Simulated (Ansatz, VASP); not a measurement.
**One calculation of Al2Cu, two programs**

```xyz
3
Lattice="4.0534 0.0000 0.0000 0.0000 4.0534 0.0000 0.0000 0.0000 2.8112" Properties=species:S:1:pos:R:3 pbc="T T T"
Al    2.0267    0.0000    1.4056
Al    0.0000    2.0267    1.4056
Cu    0.0000    0.0000    0.0000
```

Alike in both runs: functional LDA; k mesh 8 × 8 × 12; occupations fermi-dirac, width 0.15 eV; no spin polarisation.

Ansatz relaxed the structure, and its values are those at the end. VASP's run is a single point on that final structure, the one shown.

|  | VASP | Ansatz |
| --- | --- | --- |
| version | VASP 6.6.1 | Ansatz 0.2.0 |
| potentials or method | VASP PAW LDA potentials, release 64 (Al, Cu), cutoff 520 eV | scalar-relativistic, plane waves, PAW |
| valence electrons in the cell | 17 | 25 |

Ansatz gave:

* gap on the k mesh at the Fermi level (eV): none
* pressure (GPa): 0.0

Question: Which values does VASP return?

Answer: gap on the k mesh at the Fermi level (eV): none; pressure (GPa): 0.3.

Ansatz warns that its potentials were made for another functional, while VASP's fit it. LDA's correlation is that of Perdew and Zunger in VASP and of Perdew and Wang (1992) in Ansatz. A gap of «none» marks a metal or a gap that the smearing closes. VASP's potentials hold 17 valence electrons a cell and Ansatz's 25, so a difference there can come from the potentials and not from the codes.
